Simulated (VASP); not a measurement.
# As (Cmmm) in VASP: further runs

The runs below take As through single point, relaxation of cell and atoms, with PBE.

Everything below comes from runs of VASP 6.6.1. Logs are shortened: lines on timing, memory, paths and dates and some standing lists are left out, and cuts for length are marked.

## (1) The cell of the first run

The structure is orthorhombic, space group Cmmm (No. 65). Conventional cell: a = 5.351 Å, b = 5.718 Å, c = 2.930 Å, α = 90.00°, β = 90.00°, γ = 90.00°. Within 3.2 Å of As (site symmetry m2m) lie 5 As at 2.40 to 2.93 Å.

## (2) Single point, PBE

INCAR reads:

```
SYSTEM = As
PREC = Accurate
ENCUT = 520
EDIFF = 1E-6
ISMEAR = 0
SIGMA = 0.1
LREAL = .False.
LASPH = .True.
NELM = 80
ALGO = Normal
ISIF = 2
LWAVE = .False.
LCHARG = .True.
GGA = PE
LELF = .True.
LVHAR = .True.
NBANDS = 12
```

KPOINTS reads:

```
regular mesh
0
Gamma
  6 6 4
  0 0 0
```

POSCAR reads:

```
As
1.0
    2.6755586664     -2.8590917475      0.0000000000
    2.6755586664      2.8590917475      0.0000000000
    0.0000000000      0.0000000000      2.9302897636
As
2
Direct
    0.2901494883      0.7098505117      0.5000000000
    0.7098505117      0.2901494883      0.5000000000
```

Potentials or basis: VASP PAW PBE potentials, release 64 (As).

Launch:

```
$ cat potpaw_PBE.64/As/POTCAR > POTCAR
$ mpirun -np 1 vasp_std > vasp.out
```

OUTCAR:

```text
SYSTEM = As
   PREC = Accurate
   ENCUT = 520
   EDIFF = 1E-6
   ISMEAR = 0
   LREAL = .False.
   LASPH = .True.
   NELM = 80
   ISIF = 2
   GGA = PE

 ion  position               nearest neighbor table
   1  0.290  0.710  0.500-   2 2.40   2 2.71   2 2.71
   2  0.710  0.290  0.500-   1 2.40   1 2.71   1 2.71

  LATTYP: Found a base centered orthorhombic cell.
 ALAT       =     5.3511173328
 B/A-ratio  =     1.0685961715
 C/A-ratio  =     0.5476033474

  Lattice vectors:

 A1 = (   2.6755586664,  -2.8590917475,   0.0000000000)
 A2 = (   2.6755586664,   2.8590917475,   0.0000000000)
 A3 = (   0.0000000000,   0.0000000000,   2.9302897636)

Analysis of symmetry for initial positions (statically):
=====================================================================
 Subroutine PRICEL returns:
 Original cell was already a primitive cell.

 Routine SETGRP: Setting up the symmetry group for a
 base centered orthorhombic supercell.

 Subroutine GETGRP returns: Found  8 space group operations
 (whereof  8 operations were pure point group operations)
 out of a pool of  8 trial point group operations.

The static configuration has the point symmetry D_2h.

Analysis of symmetry for dynamics (positions and initial velocities):
=====================================================================
 Subroutine PRICEL returns:
 Original cell was already a primitive cell.

 Routine SETGRP: Setting up the symmetry group for a
 base centered orthorhombic supercell.

 Subroutine GETGRP returns: Found  8 space group operations
 (whereof  8 operations were pure point group operations)
 out of a pool of  8 trial point group operations.

The dynamic configuration has the point symmetry D_2h.

 Subroutine INISYM returns: Found  8 space group operations
 (whereof  8 operations are pure point group operations),
 and found     1 'primitive' translations

----------------------------------------------------------------------------------------

                                     Primitive cell

  volume of cell :      44.8315

  direct lattice vectors                    reciprocal lattice vectors
     2.675558666 -2.859091747  0.000000000     0.186876859 -0.174880712  0.000000000
     2.675558666  2.859091747  0.000000000     0.186876859  0.174880712  0.000000000
     0.000000000  0.000000000  2.930289764     0.000000000  0.000000000  0.341263179

  length of vectors
     3.915740006  3.915740006  2.930289764     0.255941837  0.255941837  0.341263179

  position of ions in fractional coordinates (direct lattice)
[... 90 lines left out ...]
   NELECT =      10.0000    total number of electrons
   NUPDOWN=      -1.0000    fix difference up-down
   EMIN   =  10.00;   EMAX   =-10.00  energy-range for DOS
   EFERMI =   0.00;   METHOD = LEGACY
   ISMEAR =     0;   SIGMA  =   0.10  broadening in eV -4-tet -1-fermi 0-gaus
   EFERMI_NEDOS =   21; number of points for ismear=-14 and -15
   IALGO  =     38    algorithm
   IMIX   =      4    mixing-type and parameters
     AMIX     =   0.40;   BMIX     =  1.00
     AMIX_MAG =   1.60;   BMIX_MAG =  1.00
  volume/ion in A,a.u.               =      22.42       151.27
  Fermi-wavevector in a.u.,A,eV,Ry     =   0.992843  1.876201 13.411761  0.985737
  Thomas-Fermi vector in A             =   2.124683
   LORBIT       =      0    0 simple, 1 ext, 2 COOP (PROOUT), +10 PAW based schemes
   GGA     = PE    functional components
   LHFCALC =     F    Hartree Fock is set to
   AEXX    =    0.0000 exact exchange contribution
   IVDW    =     0    specifies the selected vdW correction
   LEPSILON=     F    determine dielectric tensor
   LRPA    =     F    only Hartree local field effects (RPA)
 non-spin polarized calculation
 Gauss-broadening in eV      SIGMA  =   0.10
  energy-cutoff  :      520.00
  volume of cell :       44.83
 maximum number of plane-waves:      1224
 NGX is ok and might be reduce to    30
   NGX = 15   NGY = 15   NGZ = 11

 number of electron      10.0000001 magnetization

 Free energy of the ion-electron system (eV)
  ---------------------------------------------------
  ext. energy  EPLUGINS =         0.00000000
  ---------------------------------------------------
  free energy    TOTEN  =        -9.05314114 eV

  energy without entropy =       -9.04681040  energy(sigma->0) =       -9.04997577

 E-fermi :   4.7539     XC(G=0):  -9.7938

 val. band max:        4.4766404885   @ k =   0.5000   0.5000   0.2500
 cond. band min:       4.7681551082   @ k =   0.5000   0.3333   0.2500
 fundamental gap:      0.2915146197
 Fermi energy:         4.7539155663

 k-point     1 :       0.0000    0.0000    0.0000
  band No.  band energies     occupation
      1      -9.6970      2.00000
      2      -3.1971      2.00000
      3       0.8717      2.00000
      4       1.0340      2.00000
      5       6.0930      0.00000
      6       6.8887      0.00000
      7       8.5916      0.00000
      8      11.4555      0.00000
      9      11.4680      0.00000
     10      12.0124      0.00000
     11      12.9798      0.00000
     12      15.1585      0.00000
[... 331 lines left out ...]
 k-point    24 :       0.5000    0.3333    0.2500
  band No.  band energies     occupation
      1      -6.7755      2.00000
      2      -5.4946      2.00000
      3      -0.4853      2.00000
      4       0.9536      2.00000
      5       3.8448      2.00000
      6       4.7682      0.84040
      7       9.9899      0.00000
      8      10.9499      0.00000
      9      11.2072      0.00000
     10      12.1145      0.00000
     11      16.5361      0.00000
     12      17.4250      0.00000

 [... further k-points ...]

------------------------ aborting loop because EDIFF is reached ----------------------------------------

  FORCE on cell =-STRESS in cart. coord.  units (eV):
  Direction    XX          YY          ZZ          XY          YZ          ZX
  --------------------------------------------------------------------------------------
  -------------------------------------------------------------------------------------
  Total        0.0916202      0.1108889      0.0275135      0.0000000      0.0000000      0.0000000
  in kB        3.2743028      3.9629224      0.9832717      0.0000000      0.0000000      0.0000000
  external PRESSURE =       2.7401656 kB  Pullay stress =       0.0000000 kB

 VOLUME and BASIS-vectors are now :
 -----------------------------------------------------------------------------
  energy-cutoff  :      520.00
  volume of cell :       44.83
      direct lattice vectors                 reciprocal lattice vectors
     2.675558666 -2.859091747  0.000000000     0.186876859 -0.174880712  0.000000000
     2.675558666  2.859091747  0.000000000     0.186876859  0.174880712  0.000000000
     0.000000000  0.000000000  2.930289764     0.000000000  0.000000000  0.341263179

 POSITION                                       TOTAL-FORCE (eV/Angst)
 -----------------------------------------------------------------------------------
      2.67556      1.19996      1.46514         0.000000      0.032662     -0.000000
      2.67556     -1.19996      1.46514         0.000000     -0.032662      0.000000
 -----------------------------------------------------------------------------------
    total drift:                                0.000000      0.000000      0.000000

  FREE ENERGIE OF THE ION-ELECTRON SYSTEM (eV)
  ---------------------------------------------------
  free  energy   TOTEN  =        -9.0531411369 eV

  energy  without entropy=       -9.0468104032  energy(sigma->0) =       -9.04997577
```

OSZICAR:

```text
N       E                     dE             d eps       ncg     rms          rms(c)
DAV:   1     0.295584485020E+02    0.29558E+02   -0.41191E+03   936   0.689E+02
DAV:   2    -0.732337565471E+01   -0.36882E+02   -0.35190E+02  1244   0.110E+02
DAV:   3    -0.905514504595E+01   -0.17318E+01   -0.17235E+01  1188   0.244E+01
DAV:   4    -0.906395433893E+01   -0.88093E-02   -0.88086E-02  1064   0.198E+00
DAV:   5    -0.906397820494E+01   -0.23866E-04   -0.23866E-04  1128   0.113E-01    0.302E+00
DAV:   6    -0.905586210179E+01    0.81161E-02   -0.63968E-03  1024   0.491E-01    0.179E+00
DAV:   7    -0.905289958108E+01    0.29625E-02   -0.12779E-02  1008   0.732E-01    0.900E-02
DAV:   8    -0.905310240439E+01   -0.20282E-03   -0.15281E-03  1020   0.241E-01    0.328E-02
DAV:   9    -0.905313297901E+01   -0.30575E-04   -0.85244E-05  1112   0.618E-02    0.258E-02
DAV:  10    -0.905314047649E+01   -0.74975E-05   -0.14970E-05  1028   0.248E-02    0.252E-03
DAV:  11    -0.905314113685E+01   -0.66037E-06   -0.41470E-07   848   0.408E-03
   1 F= -.90531411E+01 E0= -.90499758E+01  d E =-.633073E-02
```

stdout:

```text
POSCAR found type information on POSCAR As
 POSCAR found :  1 types and       2 ions
 scaLAPACK will be used
 LDA part: xc-table for (Slater+PW92), standard interpolation
 POSCAR, INCAR and KPOINTS ok, starting setup
 FFT: planning ... GRIDC
 FFT: planning ... GRID_SOFT
 FFT: planning ... GRID
 WAVECAR not read
 entering main loop
```

Wall time 8.1 s (1 thread of AMD EPYC 9R45 (Zen 5), shared host); peak memory 0.13 GiB.

What came out:

| Quantity | Value |
| --- | --- |
| Free energy | -9.0531 eV |
| Pressure | 0.3 GPa |
| Largest force | 0.033 eV/Å |
| Band gap on the k mesh | zero (band 5 reaches 9.00 eV, above the bottom of band 6 at 1.24 eV) |

Forces on the atoms (eV/Å):
```
As   0.000  0.033  0.000
As   0.000 -0.033  0.000
```

Caveat: the k points lie up to 0.54 Å⁻¹ apart.

## (3) Relaxation of cell and atoms, PBE

INCAR reads:

```
  PREC = Accurate
  ENCUT = 600
  EDIFF = 1E-6
  ISMEAR = 0
  SIGMA = 0.1
  LREAL = F
  LASPH = T
  NELM = 60
  ALGO = Normal
  ISIF = 3
  LWAVE = F
  LCHARG = F
  GGA = PE
  IBRION = 2
  NSW = 90
  EDIFFG = -0.04
```

KPOINTS reads:

```
Automatic mesh
0
Gamma
  4 4 6
```

POSCAR is that of step 2.

Potentials or basis: VASP PAW PBE potentials, release 64 (As).

Launch:

```
$ cat potpaw_PBE.64/As/POTCAR > POTCAR
$ mpirun -np 1 vasp_std > vasp.out
```

Run time: 92 s. Hardware: 1 thread of AMD EPYC 9R45 (Zen 5), shared host; peak memory 0.14 GiB.

It converged, with:

* Free energy: -9.1964 eV
* Relaxed volume: 20.75 Å³/atom
* Relaxed cell: a = 3.930 Å, b = 3.930 Å, c = 2.687 Å, α = 90.00°, β = 90.00°, γ = 90.49°
* Space group after relaxing (to 0.05 Å): Cmmm (No. 65)
* Energy gained by relaxing: 73.7 meV/atom
* Ionic steps: 27
* Pressure after relaxing: 0.0 GPa
* Largest force after relaxing: 0.018 eV/Å
* Band gap on the k mesh: zero (band 5 reaches 10.96 eV, above the bottom of band 6 at 1.73 eV)

Forces in eV/Å, atoms in the order of the input:
```
As   0.000 -0.018  0.000
As   0.000  0.018  0.000
```

Stress tensor (GPa, compression positive):
```
 0.08  0.00  0.00
 0.00  0.04  0.00
 0.00  0.00 -0.12
```

Step by step:
| step | energy change (eV) | largest force (eV/Å) | pressure (GPa) | volume (Å³) |
| --- | --- | --- | --- | --- |
| 1 | 0.0000 | 0.5903 | 0.38 | 44.83 |
| 2 | -0.0242 | 0.4386 | -1.31 | 45.10 |
| 3 | -0.0456 | 0.2155 | -0.83 | 45.00 |
| 4 | -0.0457 | 0.1960 | -0.80 | 45.00 |
| 5 | -0.0529 | 0.0324 | 0.49 | 44.36 |
| 6 | -0.0534 | 0.0260 | 0.81 | 44.21 |
| 7 | -0.0533 | 0.1516 | 1.49 | 43.92 |
| 8 | -0.0620 | 0.3472 | 1.51 | 44.00 |
| 9 | -0.0826 | 0.4003 | 1.61 | 44.19 |
| 10 | -0.0827 | 0.4183 | 1.56 | 44.16 |
| 11 | -0.0830 | 0.4090 | 1.58 | 44.17 |
| 12 | -0.0882 | 0.1552 | 0.04 | 44.93 |
| 13 | -0.0886 | 0.2098 | 0.38 | 44.76 |
| 14 | -0.0929 | 0.1453 | -0.26 | 44.97 |
| 15 | -0.0935 | 0.1085 | -0.64 | 45.09 |
| 16 | -0.0960 | 0.1121 | -0.53 | 44.88 |
| 17 | -0.1027 | 0.1615 | -0.24 | 44.23 |
| 18 | -0.1095 | 0.2513 | 0.62 | 42.93 |
| 19 | -0.1106 | 0.2212 | 0.64 | 42.85 |
| 20 | -0.1127 | 0.1753 | 0.64 | 42.60 |
| 21 | -0.1173 | 0.3240 | 0.40 | 42.11 |
| 22 | -0.1319 | 0.2804 | 1.15 | 41.14 |
| 23 | -0.1438 | 0.0884 | 0.86 | 41.12 |
| 24 | -0.1454 | 0.0018 | 0.78 | 41.11 |
| 25 | -0.1471 | 0.0096 | 0.31 | 41.34 |
| 26 | -0.1473 | 0.0138 | 0.07 | 41.46 |
| 27 | -0.1475 | 0.0185 | 0.00 | 41.50 |

Final structure:
```yaml
crystal:
  lattice:
    - [2.76729, -2.79110, 0.00000]
    - [2.76729, 2.79110, 0.00000]
    - [0.00000, 0.00000, 2.68670]
  atoms:
    - { symbol: As, position: [0.25941, 0.74059, 0.50000] }
    - { symbol: As, position: [0.74059, 0.25941, 0.50000] }
```

Levels at points of the mesh, in eV from the Fermi level:
```
           k point  band 2  band 3  band 4  band 5  band 6  band 7  band 8  band 9
(0.00, 0.00, 0.00)   -8.96   -4.18   -4.09    2.38    3.48    3.94    4.69    8.17
(0.50, 0.00, 0.00)  -12.31   -2.11   -1.60   -1.19   -1.14    6.18    6.56    9.85
(0.50, 0.50, 0.00)  -11.82   -6.57   -6.51    5.54    5.67    6.68    6.71   10.78
(0.00, 0.00, 0.50)   -6.65   -5.27   -2.13   -1.62   -1.52    5.54    5.86    5.88
(0.50, 0.00, 0.50)   -8.98   -4.96   -4.59    0.45    1.13    1.83    1.91    6.75
(0.50, 0.50, 0.50)   -8.43   -4.31   -4.26   -3.78   -3.69    2.74    2.74    7.81
```

Caveat: the k points lie up to 0.40 Å⁻¹ apart in the final cell.

## (4) Single point, PBE

This run uses another cell than the first one, of 21.73 Å³/atom, 0.969 times its volume.

INCAR reads:

```
SYSTEM = As
PREC = Accurate ; ENCUT = 520
EDIFF = 1E-6 ; ISMEAR = 0
SIGMA = 0.1 ; LREAL = .FALSE.
LASPH = .TRUE. ; NELM = 60
ALGO = Normal ; ISIF = 2
LWAVE = .FALSE. ; LCHARG = .FALSE.
GGA = PE ; NBANDS = 12
```

KPOINTS reads:

```
Automatic mesh
0
G
  14 14 20
  0 0 0
```

POSCAR reads:

```
As
1.0
    2.7130108259     -2.8705721170      0.0000000000
    2.7130108259      2.8705721170      0.0000000000
    0.0000000000      0.0000000000      2.7903924975
As
2
Direct
    0.2828573253      0.7171426747      0.5000000000
    0.7171426747      0.2828573253      0.5000000000
```

Potentials or basis: VASP PAW PBE potentials, release 64 (As).

Launch:

```
$ cat potpaw_PBE.64/As/POTCAR > POTCAR
$ mpirun -np 1 vasp_std > vasp.out
```

OUTCAR:

```text
SYSTEM = As
   PREC = Accurate
   ENCUT = 520
   EDIFF = 1E-6
   ISMEAR = 0
   LREAL = .FALSE.
   LASPH = .TRUE.
   NELM = 60
   ISIF = 2
   GGA = PE

 ion  position               nearest neighbor table
   1  0.283  0.717  0.500-   2 2.49   2 2.74   2 2.74
   2  0.717  0.283  0.500-   1 2.49   1 2.74   1 2.74

  LATTYP: Found a base centered orthorhombic cell.
 ALAT       =     5.4260216518
 B/A-ratio  =     1.0580761749
 C/A-ratio  =     0.5142612169

  Lattice vectors:

 A1 = (   2.7130108259,  -2.8705721170,   0.0000000000)
[... 541 lines left out ...]
      8      10.9762      0.00000
      9      11.6116      0.00000
     10      14.2939      0.00000
     11      15.1764      0.00000
     12      18.0229      0.00000

 [... further k-points ...]
[... 5 lines left out ...]
  --------------------------------------------------------------------------------------
  -------------------------------------------------------------------------------------
  Total        0.0327221      0.0898197      0.0341821      0.0000000      0.0000000      0.0000000
  in kB        1.2062483      3.3110585      1.2600669      0.0000000      0.0000000      0.0000000
  external PRESSURE =       1.9257912 kB  Pullay stress =       0.0000000 kB

 VOLUME and BASIS-vectors are now :
 -----------------------------------------------------------------------------
  energy-cutoff  :      520.00
  volume of cell :       43.46
      direct lattice vectors                 reciprocal lattice vectors
     2.713010826 -2.870572117  0.000000000     0.184297090 -0.174181306  0.000000000
     2.713010826  2.870572117  0.000000000     0.184297090  0.174181306  0.000000000
     0.000000000  0.000000000  2.790392498     0.000000000  0.000000000  0.358372523

 POSITION                                       TOTAL-FORCE (eV/Angst)
 -----------------------------------------------------------------------------------
      2.71301      1.24665      1.39520         0.000000      0.034216      0.000000
      2.71301     -1.24665      1.39520         0.000000     -0.034216     -0.000000
 -----------------------------------------------------------------------------------
    total drift:                               -0.000000     -0.000000     -0.000000

  FREE ENERGIE OF THE ION-ELECTRON SYSTEM (eV)
  ---------------------------------------------------
  free  energy   TOTEN  =        -9.1303356714 eV

  energy  without entropy=       -9.1269111372  energy(sigma->0) =       -9.12862340
```

stdout:

```text
POSCAR found type information on POSCAR As
 POSCAR found :  1 types and       2 ions
 scaLAPACK will be used
 LDA part: xc-table for (Slater+PW92), standard interpolation
 POSCAR, INCAR and KPOINTS ok, starting setup
 FFT: planning ... GRIDC
 FFT: planning ... GRID_SOFT
 FFT: planning ... GRID
 WAVECAR not read
 entering main loop
```

Wall time 99 s (1 thread of AMD EPYC 9R45 (Zen 5), shared host); peak memory 0.35 GiB.

What came out:

- Free energy: -9.1303 eV
- Pressure: 0.2 GPa
- Largest force: 0.034 eV/Å
- Band gap on the k mesh: zero (band 5 reaches 10.57 eV, above the bottom of band 6 at 1.61 eV)

Forces in eV/Å, atoms in the order of the input:
```
As   0.000  0.034  0.000
As   0.000 -0.034  0.000
```

Stress tensor (GPa, compression positive):
```
0.12 0.00 0.00
0.00 0.33 0.00
0.00 0.00 0.13
```

## (5) Overview

| task | cell | k mesh | cutoff (eV) | gap on the mesh (eV) | pressure (GPa) | largest force (eV/Å) |
| --- | --- | --- | --- | --- | --- | --- |
| single point | a = 3.916, b = 3.916, c = 2.930 Å, angles 90.0, 90.0, 93.8°, 2 atoms | 6 × 6 × 4 | 520 | none | 0.3 | 0.03 |
| relaxation of cell and atoms | relaxed from a = 3.916, b = 3.916, c = 2.930 Å, angles 90.0, 90.0, 93.8°, 2 atoms | 4 × 4 × 6 | 600 | none | 0.0 | 0.02 |
| single point | a = 3.950, b = 3.950, c = 2.790 Å, angles 90.0, 90.0, 93.2°, 2 atoms | 14 × 14 × 20 | 520 | none | 0.2 | 0.03 |

Alike in all rows: level PBE; potentials or basis VASP PAW PBE potentials, release 64 (As); no spin polarisation; smearing gaussian 0.1 eV.

Caveats: some runs use coarse meshes.

Absolute energies hang on the potentials; compare differences alone.
